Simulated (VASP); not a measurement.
Cd:

```
CELL_PARAMETERS angstrom
3.11820 0.00000 0.00000
-1.55910 2.70044 0.00000
0.00000 0.00000 3.02656
ATOMIC_POSITIONS crystal
Cd 0.00000 0.00000 0.00000
```

This isn't the form of Cd at room conditions, which is hcp.

```yaml
Program: VASP 6.6.1
Task: relaxation of cell and atoms
Functional: PBE
Potentials_or_basis: VASP PAW PBE potentials, release 64 (Cd)
Cutoff: 600 eV
k_mesh: 21 × 21 × 18
Occupations: gaussian, width 0.1 eV
Spin: no spin polarisation
```

At the start: pressure -0.1 GPa; volume 25.49 Å³/atom.

Question: How do energy, volume and symmetry change on relaxing?

Answer: Over 6 steps the energy falls by 5.5 meV/atom and the volume is 25.32 Å³/atom (-0.7 %); space group P6/mmm (No. 191, to 0.1 Å) before and after.

The path:
| step | energy change (eV) | largest force (eV/Å) | pressure (GPa) | volume (Å³) |
| --- | --- | --- | --- | --- |
| 1 | 0.0000 | 0.0000 | -0.11 | 25.49 |
| 2 | -0.0020 | 0.0000 | -0.01 | 25.42 |
| 3 | -0.0052 | 0.0000 | 0.15 | 25.21 |
| 4 | -0.0054 | 0.0000 | 0.35 | 25.15 |
| 5 | -0.0055 | 0.0000 | -0.08 | 25.47 |
| 6 | -0.0055 | 0.0000 | 0.00 | 25.32 |

Final structure:
```cif
data_structure
_symmetry_space_group_name_H-M 'P 1'
_symmetry_Int_Tables_number 1
_cell_length_a 3.0483
_cell_length_b 3.0483
_cell_length_c 3.1462
_cell_angle_alpha 90.000
_cell_angle_beta 90.000
_cell_angle_gamma 120.000
_cell_volume 25.32
loop_
_atom_site_label
_atom_site_type_symbol
_atom_site_fract_x
_atom_site_fract_y
_atom_site_fract_z
_atom_site_occupancy
Cd1 Cd 0.00000 0.00000 0.00000 1
```
